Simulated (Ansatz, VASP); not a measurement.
Two plane-wave programs on Cu3B

```
CELL_PARAMETERS angstrom
0.00000 2.75272 2.75272
2.75272 0.00000 2.75272
2.75272 2.75272 0.00000
ATOMIC_POSITIONS crystal
Cu 0.25000 0.25000 0.25000
Cu 0.75000 0.75000 0.75000
Cu 0.50000 0.50000 0.50000
B 0.00000 0.00000 0.00000
```

Change from the starting cell: species swapped into the Ga3Ag type (Fm-3m, No. 225).

Alike in both runs: functional PBE; k mesh 6 × 6 × 6; occupations gaussian, width 0.2 eV; no spin polarisation.

Ansatz relaxed the structure, and its values are those at the end. VASP's run is a single point on that final structure, the one shown.

|  | VASP | Ansatz |
| --- | --- | --- |
| version | VASP 6.6.1 | Ansatz 0.2.0 |
| potentials or method | VASP PAW PBE potentials, release 64 (Cu, B), cutoff 600 eV | scalar-relativistic, plane waves, PAW |
| valence electrons in the cell | 36 | 60 |

|  | VASP | Ansatz | Ansatz less VASP |
| --- | --- | --- | --- |
| gap on the k mesh at the Fermi level (eV) | none | none | - |
| pressure (GPa) | 0.5 | 0.0 | -0.50 |

A gap of «none» marks a metal or a gap that the smearing closes. The functional is the same, so the differences come from potentials, cutoffs and numerics. VASP's potentials hold 36 valence electrons a cell and Ansatz's 60, so a difference there can come from the potentials and not from the codes.
